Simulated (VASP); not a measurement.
# B2Ru3 (P1) in VASP: single point with PBE

Aim: the single point of B2Ru3 with PBE.

All numbers are computed with VASP 6.6.1; they aren't measurements. Logs are shortened: lines on timing, memory, paths and dates and some standing lists are left out, and cuts for length are marked.

**1. The cell of the first run**

The typed cell holds 10 atoms: a = 2.935 Å, b = 5.056 Å, c = 7.494 Å, α = 89.83°, β = 90.06°, γ = 90.03°.

**2. Single point, PBE**

The input, INCAR:

```
SYSTEM = B2Ru3
PREC = Accurate
ENCUT = 520
EDIFF = 1E-7
ISMEAR = 0
SIGMA = 0.2
LREAL = .FALSE.
LASPH = .TRUE.
NELM = 80
ALGO = Fast
ISIF = 2
LWAVE = .FALSE.
LCHARG = .FALSE.
GGA = PE
NBANDS = 59
```

The input, KPOINTS:

```
regular mesh
0
G
  8 4 4
  0 0 0
```

The input, POSCAR:

```
B2Ru3
1.0
    2.9349441876     -0.0008869307     -0.0014462786
   -0.0013817030      5.0557021000      0.0075277239
   -0.0047421160      0.0107244691      7.4942862511
B Ru
4 6
Direct
    0.4998189452      0.1666842672      0.8115015088
    1.0000402474      0.6666022377      0.8114998061
    0.9998914023      0.3335628732      0.1885430293
    0.4997721304      0.8335602214      0.1884803283
    0.4995544545      0.1674966969      0.3573470721
    0.9995012665      0.6675722190      0.3573915971
    0.9997578861      0.3330281430      0.6426061738
    0.4998534696      0.8330675841      0.6426376913
    1.0008242888     -0.0007873208      0.9999430282
    0.5009859092      0.4992130783      0.0000497649
```

Potentials or basis: VASP PAW PBE potentials, release 64 (B, Ru_pv).

Started as:

```
$ cat potpaw_PBE.64/B/POTCAR potpaw_PBE.64/Ru_pv/POTCAR > POTCAR
$ mpirun -np 1 vasp_std > vasp.out
```

OUTCAR:

```text
SYSTEM = B2Ru3
   PREC = Accurate
   ENCUT = 520
   EDIFF = 1E-7
   ISMEAR = 0
   LREAL = .FALSE.
   LASPH = .TRUE.
   NELM = 80
   ISIF = 2
   GGA = PE

 ion  position               nearest neighbor table
   1  0.500  0.167  0.812-   7 2.11   8 2.11   7 2.11  10 2.20   9 2.20   9 2.21
   2  0.000  0.667  0.811-   8 2.11   8 2.11   7 2.11   9 2.20  10 2.20  10 2.21
   3  1.000  0.334  0.189-   5 2.11   5 2.11   6 2.11  10 2.20  10 2.20   9 2.21
   4  0.500  0.834  0.188-   6 2.11   6 2.11   5 2.11   9 2.20   9 2.20  10 2.21
   5  0.500  0.167  0.357-   3 2.11   3 2.11   4 2.11   8 2.72   7 2.73   7 2.73   6 2.92   6 2.92
                             6 2.92   6 2.92  10 3.16   9 3.17   9 3.18
   6  1.000  0.668  0.357-   4 2.11   4 2.11   3 2.11   7 2.72   8 2.73   8 2.73   5 2.92   5 2.92
                             5 2.92   5 2.92   9 3.16  10 3.17  10 3.18
   7  1.000  0.333  0.643-   1 2.11   2 2.11   1 2.11   6 2.72   5 2.73   5 2.73   8 2.92   8 2.92
                             8 2.92   8 2.92   9 3.16  10 3.17  10 3.17
   8  0.500  0.833  0.643-   2 2.11   2 2.11   1 2.11   5 2.72   6 2.73   6 2.73   7 2.92   7 2.92
                             7 2.92   7 2.92  10 3.16   9 3.17   9 3.17
   9  0.001  0.999  1.000-   4 2.20   2 2.20   1 2.20   4 2.20   1 2.21   3 2.21  10 2.92  10 2.92
                            10 2.92  10 2.92   6 3.16   7 3.16   8 3.17   5 3.17   8 3.17   5 3.18
  10  0.501  0.499  0.000-   3 2.20   1 2.20   2 2.20   3 2.20   2 2.21   4 2.21   9 2.92   9 2.92
                             9 2.92   9 2.92   5 3.16   8 3.16   6 3.17   7 3.17   7 3.17   6 3.18

  LATTYP: Found a triclinic cell.
 ALAT       =     7.4942954249
 B/A-ratio  =     0.6746074990
 C/A-ratio  =     0.3916238301
 COS(alpha) =     0.0005762257
 COS(beta)  =     0.0011259740
 COS(gamma) =     0.0029201426

  Lattice vectors:

 A1 = (  -0.0047421160,   0.0107244691,   7.4942862511)
 A2 = (  -0.0013817030,   5.0557021000,   0.0075277239)
 A3 = (  -2.9349441876,   0.0008869307,   0.0014462786)

Analysis of symmetry for initial positions (statically):
=====================================================================
 Subroutine PRICEL returns:
 Original cell was already a primitive cell.

 Routine SETGRP: Setting up the symmetry group for a
 triclinic supercell.

 Subroutine GETGRP returns: Found  1 space group operations
 (whereof  1 operations were pure point group operations)
 out of a pool of  2 trial point group operations.

The static configuration has the point symmetry C_1 .

Analysis of symmetry for dynamics (positions and initial velocities):
=====================================================================
 Subroutine PRICEL returns:
 Original cell was already a primitive cell.

 Routine SETGRP: Setting up the symmetry group for a
 triclinic supercell.

 Subroutine GETGRP returns: Found  1 space group operations
 (whereof  1 operations were pure point group operations)
 out of a pool of  2 trial point group operations.

The dynamic configuration has the point symmetry C_1 .

 Subroutine INISYM returns: Found  1 space group operations
 (whereof  1 operations are pure point group operations),
 and found     1 'primitive' translations

----------------------------------------------------------------------------------------

                                     Primitive cell

  volume of cell :     111.2015

  direct lattice vectors                    reciprocal lattice vectors
     2.934944188 -0.000886931 -0.001446279     0.340722116  0.000092797  0.000215464
    -0.001381703  5.055702100  0.007527724     0.000059634  0.197796902 -0.000283013
    -0.004742116  0.010724469  7.494286251     0.000065694 -0.000198662  0.133435314

  length of vectors
     2.934944678  5.055707893  7.494295425     0.340722197  0.197797113  0.133435478

  position of ions in fractional coordinates (direct lattice)
     0.499818945  0.166684267  0.811501509
     0.000040247  0.666602238  0.811499806
     0.999891402  0.333562873  0.188543029
     0.499772130  0.833560221  0.188480328
     0.499554455  0.167496697  0.357347072
     0.999501266  0.667572219  0.357391597
     0.999757886  0.333028143  0.642606174
     0.499853470  0.833067584  0.642637691
     0.000824289  0.999212679  0.999943028
     0.500985909  0.499213078  0.000049765

  ion indices of the primitive-cell ions
   primitive index   ion index
                 1           1
                 2           2
                 3           3
                 4           4
                 5           5
                 6           6
                 7           7
                 8           8
                 9           9
                10          10

----------------------------------------------------------------------------------------

 KPOINTS: regular mesh

Automatic generation of k-mesh.
 Grid dimensions read from file:
 generate k-points for:    8    4    4

 Generating k-lattice:

  Cartesian coordinates                     Fractional coordinates (reciprocal lattice)
     0.042590264  0.000011600  0.000026933     0.125000000 -0.000000000 -0.000000000
     0.000014909  0.049449226 -0.000070753    -0.000000000  0.250000000  0.000000000
     0.000016424 -0.000049665  0.033358829     0.000000000  0.000000000  0.250000000

  Length of vectors
     0.042590275  0.049449278  0.033358870

  Shift w.r.t. Gamma in fractional coordinates (k-lattice)
     0.000000000  0.000000000  0.000000000

 Subroutine IBZKPT returns following result:
 ===========================================

 Found     68 irreducible k-points:

 Following reciprocal coordinates:
            Coordinates               Weight
  0.000000  0.000000  0.000000      1.000000
  0.125000  0.000000 -0.000000      2.000000
  0.250000  0.000000 -0.000000      2.000000
  0.375000  0.000000 -0.000000      2.000000
  0.500000  0.000000 -0.000000      1.000000
  0.000000  0.250000  0.000000      2.000000
[... 16 lines left out ...]
  0.500000  0.000000  0.250000      2.000000
 -0.375000  0.000000  0.250000      2.000000
 [... further k-points ...]
   k-points           NKPTS =     68   k-points in BZ     NKDIM =     68   number of bands    NBANDS=     59
   number of dos      NEDOS =    301   number of ions     NIONS =     10
   total plane-waves  NPLWV =  53760
   dimension x,y,z NGX =    24 NGY =   40 NGZ =   56
   dimension x,y,z NGXF=    48 NGYF=   80 NGZF=  112
   ions per type =               4   6
   NGX,Y,Z   is equivalent  to a cutoff of  13.59, 13.15, 12.42 a.u.
   NGXF,Y,Z  is equivalent  to a cutoff of  27.19, 26.31, 24.84 a.u.
 SYSTEM =  B2Ru3
   PREC   = accura    normal or accurate (medium, high low for compatibility)
   ISTART =      0    job   : 0-new  1-cont  2-samecut
   ICHARG =      2    charge: 1-file 2-atom 10-const
   ISPIN  =      1    spin polarized calculation?
   LNONCOLLINEAR =      F non collinear calculations
   LSORBIT =      F    spin-orbit coupling
   LASPH  =      T    aspherical Exc in radial PAW
   ENCUT  =  520.0 eV  38.22 Ry    6.18 a.u.   5.46  9.40 13.93*2*pi/ulx,y,z
   NELM   =     80;   NELMIN=  2; NELMDL= -5     # of ELM steps
   EDIFF  = 0.1E-06   stopping-criterion for ELM
   LREAL  =      F    real-space projection
   EDIFFG = 0.1E-05   stopping-criterion for IOM
   NSW    =      0    number of steps for IOM
   IBRION =     -1    ionic relax: 0-MD 1-quasi-New 2-CG
   NFREE  =      0    steps in history (QN), initial steepest desc. (CG)
   ISIF   =      2    stress and relaxation
   ISYM   =      2    0-nonsym 1-usesym 2-fastsym
   POTIM  = 0.5000    time-step for ionic-motion
   TEBEG  =    0.0;   TEEND  =   0.0 temperature during run
   PSTRESS=    0.0 pullay stress
   NELECT =      96.0000    total number of electrons
   NUPDOWN=      -1.0000    fix difference up-down
   EMIN   =  10.00;   EMAX   =-10.00  energy-range for DOS
   EFERMI =   0.00;   METHOD = LEGACY
   ISMEAR =     0;   SIGMA  =   0.20  broadening in eV -4-tet -1-fermi 0-gaus
   EFERMI_NEDOS =   21; number of points for ismear=-14 and -15
   IALGO  =     68    algorithm
   IMIX   =      4    mixing-type and parameters
     AMIX     =   0.40;   BMIX     =  1.00
     AMIX_MAG =   1.60;   BMIX_MAG =  1.00
  volume/ion in A,a.u.               =      11.12        75.04
  Fermi-wavevector in a.u.,A,eV,Ry     =   1.558817  2.945737 33.060930  2.429910
  Thomas-Fermi vector in A             =   2.662266
   LORBIT       =      0    0 simple, 1 ext, 2 COOP (PROOUT), +10 PAW based schemes
   GGA     = PE    functional components
   LHFCALC =     F    Hartree Fock is set to
   AEXX    =    0.0000 exact exchange contribution
   IVDW    =     0    specifies the selected vdW correction
   LEPSILON=     F    determine dielectric tensor
   LRPA    =     F    only Hartree local field effects (RPA)
 non-spin polarized calculation
 RMM-DIIS sequential band-by-band and
 Gauss-broadening in eV      SIGMA  =   0.20
  energy-cutoff  :      520.00
  volume of cell :      111.20
 maximum number of plane-waves:      3016
 NGX is ok and might be reduce to    24
   NGX = 11   NGY = 19   NGZ = 27

 number of electron      96.0000010 magnetization

 Free energy of the ion-electron system (eV)
  ---------------------------------------------------
  ext. energy  EPLUGINS =         0.00000000
  ---------------------------------------------------
  free energy    TOTEN  =       -82.27994726 eV

  energy without entropy =      -82.06615012  energy(sigma->0) =      -82.17304869

 E-fermi :  11.1895     XC(G=0): -13.4616

 val. band max:       11.1887531078   @ k =   0.5000  -0.2500   0.2500
 cond. band min:      11.1923363788   @ k =  -0.1250   0.2500   0.5000
 fundamental gap:      0.0035832710
 Fermi energy:        11.1894621913

 k-point     1 :       0.0000    0.0000    0.0000
  band No.  band energies     occupation
      1     -32.0615      2.00000
      2     -32.0547      2.00000
      3     -32.0410      2.00000
      4     -32.0236      2.00000
      5     -31.8441      2.00000
      6     -31.7777      2.00000
[... 1477 lines left out ...]
     58      15.2870      0.00000
     59      15.4028      0.00000

 [... further k-points ...]

------------------------ aborting loop because EDIFF is reached ----------------------------------------

  FORCE on cell =-STRESS in cart. coord.  units (eV):
  Direction    XX          YY          ZZ          XY          YZ          ZX
  --------------------------------------------------------------------------------------
  -------------------------------------------------------------------------------------
  Total        0.0161091      0.1049445     -0.0928761     -0.0154602      0.0610005      0.0394201
  in kB        0.2320983      1.5120273     -1.3381484     -0.2227492      0.8788882      0.5679605
  external PRESSURE =       0.1353257 kB  Pullay stress =       0.0000000 kB

 VOLUME and BASIS-vectors are now :
 -----------------------------------------------------------------------------
  energy-cutoff  :      520.00
  volume of cell :      111.20
      direct lattice vectors                 reciprocal lattice vectors
     2.934944188 -0.000886931 -0.001446279     0.340722116  0.000092797  0.000215464
    -0.001381703  5.055702100  0.007527724     0.000059634  0.197796902 -0.000283013
    -0.004742116  0.010724469  7.494286251     0.000065694 -0.000198662  0.133435314

 POSITION                                       TOTAL-FORCE (eV/Angst)
 -----------------------------------------------------------------------------------
      1.46286      0.85097      6.08216         0.001468     -0.005515      0.002942
     -0.00465      3.37885      6.08663        -0.001607     -0.005305      0.004322
      2.93327      1.68753      1.41406         0.002117      0.002386     -0.005724
      1.46476      4.21581      1.41808         0.002873      0.002553     -0.003232
      1.46424      0.85020      2.67860        -0.000861     -0.004090      0.015538
      2.93086      3.37799      2.68197        -0.000232     -0.006215      0.012837
      2.93073      1.68970      4.81694         0.000333      0.006697     -0.013310
      1.46284      4.21819      4.82166         0.000212      0.003504     -0.014220
     -0.00370      5.06244      7.50138        -0.001715      0.003001      0.000910
      1.46968      2.52343      0.00341        -0.002588      0.002984     -0.000063
 -----------------------------------------------------------------------------------
    total drift:                                0.000018      0.000099     -0.000021

  FREE ENERGIE OF THE ION-ELECTRON SYSTEM (eV)
  ---------------------------------------------------
  free  energy   TOTEN  =       -82.2799472616 eV

  energy  without entropy=      -82.0661501223  energy(sigma->0) =      -82.17304869
```

Wall time 7.4 min (1 thread of Intel Xeon Platinum 8375C at 2.90GHz (Ice Lake), shared host); peak memory 0.43 GiB.

What came out:

```yaml
Free_energy: -82.2799 eV
Pressure: 0.0 GPa
Largest_force: 0.016 eV/Å
Band_gap_on_the_k_mesh: zero (band 48 reaches 11.73 eV, above the bottom of band 49 at 10.34 eV)
```

Forces in eV/Å, atoms in the order of the input:
```
B    0.001 -0.006  0.003
B   -0.002 -0.005  0.004
B    0.002  0.002 -0.006
B    0.003  0.003 -0.003
Ru  -0.001 -0.004  0.016
Ru   0.000 -0.006  0.013
Ru   0.000  0.007 -0.013
Ru   0.000  0.004 -0.014
Ru  -0.002  0.003  0.001
Ru  -0.003  0.003  0.000
```
